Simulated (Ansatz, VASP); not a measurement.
**One calculation of PbSe, two programs**

Contents of INCAR:

```
ALGO = Normal
EDIFF = 1E-6
ENCUT = 520
GGA = PE
ISIF = 2
ISMEAR = 0
LASPH = True
LCHARG = True
LELF = True
LREAL = False
LVHAR = True
LWAVE = False
NBANDS = 17
NELM = 60
PREC = Accurate
SIGMA = 0.01
```

Contents of KPOINTS:

```
k-points
0
Gamma
  6 6 6
```

The input POSCAR:

```
PbSe
1.0
    0.0000000000      3.0696893648      3.0696893648
    3.0696893648      0.0000000000      3.0696893648
    3.0696893648      3.0696893648      0.0000000000
Pb Se
1 1
Direct
    0.0000000000      0.0000000000      0.0000000000
    0.5000000000      0.5000000000      0.5000000000
```

Input for Ansatz:

```yaml
crystal:
  lattice:
    - [0.0, 3.0696893648, 3.0696893648]
    - [3.0696893648, 0.0, 3.0696893648]
    - [3.0696893648, 3.0696893648, 0.0]
  atoms:
    - { symbol: Pb, position: [0.0, 0.0, 0.0] }
    - { symbol: Se, position: [0.5, 0.5, 0.5] }
kpoints:
  mp_grid: { grid: [6, 6, 6] }
hamiltonian:
  xc: pbe
scf:
  occupations: { method: fixed }
output:
  optics:
    e_range: [0, 12]
    de: 0.05
    sigma: 0.1
    bands: { spectra_wanted_up_to: 12 }
  write_density: true
  write_potential: true
  elf: true
  volumetric_format: npy
```

Alike in both runs: task single point; functional PBE; k mesh 6 × 6 × 6; no spin polarisation.

```csv
,VASP,Ansatz
version,VASP 6.6.1,Ansatz 0.2.0
potentials or method,"VASP PAW PBE potentials, release 64 (Pb_d, Se)","plane waves, PAW"
plane-wave cutoff (eV),520,420
occupations,"gaussian, width 0.01 eV",fixed
valence electrons in the cell,20,30
```

```tsv
	VASP	Ansatz	Ansatz less VASP
gap on the k mesh at the Fermi level (eV)	0.32	0.32	-0.005
```

VASP's potentials hold 20 valence electrons a cell and Ansatz's 30, so a difference there can come from the potentials and not from the codes.

Neither program's run includes spin-orbit coupling.
